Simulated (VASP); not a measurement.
Write the native input for VASP 6.6.1 that does the following.

```
Task                   : single point
Functional             : PBE
Potentials or basis    : VASP PAW PBE potentials, release 64 (K_sv, F)
Cutoff                 : 520 eV
k mesh                 : 3 × 1 × 2
Occupations            : gaussian, width 0.1 eV
Spin                   : no spin polarisation
Dipole correction      : no
Further INCAR settings : ALGO = Normal; EDIFF = 1e-06; NBANDS = 15
```

The structure of KF lies in POSCAR:

```
KF
1.0
    0.0000000000      2.8128779093      2.8128779093
    2.8128779093      0.0000000000      2.8128779093
    2.8128779093      2.8128779093      0.0000000000
K F
1 1
Direct
   -0.0003144466      0.0063424367      0.0003108916
    0.5006472180      0.4869470145      0.4993602799
```

These files were run (other wordings do the same):

INCAR

```
SYSTEM = KF
PREC = Accurate ; ENCUT = 520
EDIFF = 1E-6 ; ISMEAR = 0
SIGMA = 0.1 ; LREAL = .False.
LASPH = .True. ; NELM = 120
ALGO = Normal ; ISIF = 2
LWAVE = .False. ; LCHARG = .False.
GGA = PE ; NBANDS = 15
GGA_COMPAT = .False.
```

KPOINTS

```
Automatic mesh
0
Gamma
  3 1 2
  0 0 0
```

Potentials or basis: VASP PAW PBE potentials, release 64 (K_sv, F).

Run with:

```console
$ cat potpaw_PBE.64/K_sv/POTCAR potpaw_PBE.64/F/POTCAR > POTCAR
$ mpirun -np 1 vasp_std > vasp.out
```

It gave:

- Pressure: -1.2 GPa
- Largest force: 0.059 eV/Å
- Band gap on the k mesh: 5.32 eV, direct

Caveat: the k points lie up to 1.93 Å⁻¹ apart.

Run time: 11 s on 1 thread of Intel Xeon 8259CL, with other jobs on the host, peak memory 0.16 GiB.
